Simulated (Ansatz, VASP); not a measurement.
**Ge: VASP beside Ansatz**

Contents of INCAR:

```
SYSTEM = Ge
PREC = Accurate
ENCUT = 520
EDIFF = 1E-7
ISMEAR = -1
SIGMA = 0.05
LREAL = .False.
LASPH = .True.
NELM = 60
ALGO = Normal
ISIF = 2
LWAVE = .False.
LCHARG = .False.
NBANDS = 21
```

The input KPOINTS:

```
Automatic mesh
0
Gamma
  10 10 10
  0 0 0
```

POSCAR

```
Ge
1.0
    0.0000000000      2.8193091601      2.8193091601
    2.8193091601      0.0000000000      2.8193091601
    2.8193091601      2.8193091601      0.0000000000
Ge
2
Direct
    0.5000000000      0.5000000000      0.5000000000
    0.7500000000      0.7500000000      0.7500000000
```

Input for Ansatz:

```yaml
crystal:
  lattice:
    - [0.0, 2.8193091601, 2.8193091601]
    - [2.8193091601, 0.0, 2.8193091601]
    - [2.8193091601, 2.8193091601, 0.0]
  atoms:
    - { symbol: Ge, position: [0.5, 0.5, 0.5] }
    - { symbol: Ge, position: [0.75, 0.75, 0.75] }
kpoints:
  mp_grid: { grid: [10, 10, 10] }
  band_path:
    path:
      - [0.0, 0.0, 0.0]
      - [0.5, 0.0, 0.5]
      - [0.625, 0.25, 0.625]
      - [0.375, 0.375, 0.75]
      - [0.0, 0.0, 0.0]
      - [0.5, 0.5, 0.5]
      - [0.5, 0.25, 0.75]
      - [0.5, 0.0, 0.5]
    npoints: 5
scf:
  occupations: { method: fermi_dirac, width: 0.05 }
hamiltonian:
  xc: lda
  pseudopotentials: { kind: all_electron, lapw: { basis_error: 0.00025 } }
output:
  forces: true
  stress: true
  eigenvalues: true
```

Change from the starting cell: volume scaled by 0.99.

Alike in both runs: task single point; functional LDA; k mesh 10 × 10 × 10; occupations fermi-dirac, width 0.05 eV; no spin polarisation.

```csv
,VASP,Ansatz
version,VASP 6.6.1,Ansatz 0.2.0
potentials or method,"VASP PAW LDA potentials, release 64 (Ge_d), cutoff 520 eV","all-electron LAPW, scalar-relativistic"
```

|  | VASP | Ansatz | Ansatz less VASP |
| --- | --- | --- | --- |
| pressure (GPa) | -0.4 | -0.6 | -0.17 |

LDA's correlation is that of Perdew and Zunger in VASP and of Perdew and Wang (1992) in Ansatz. Ansatz ran all-electron here, and VASP with PAW potentials.
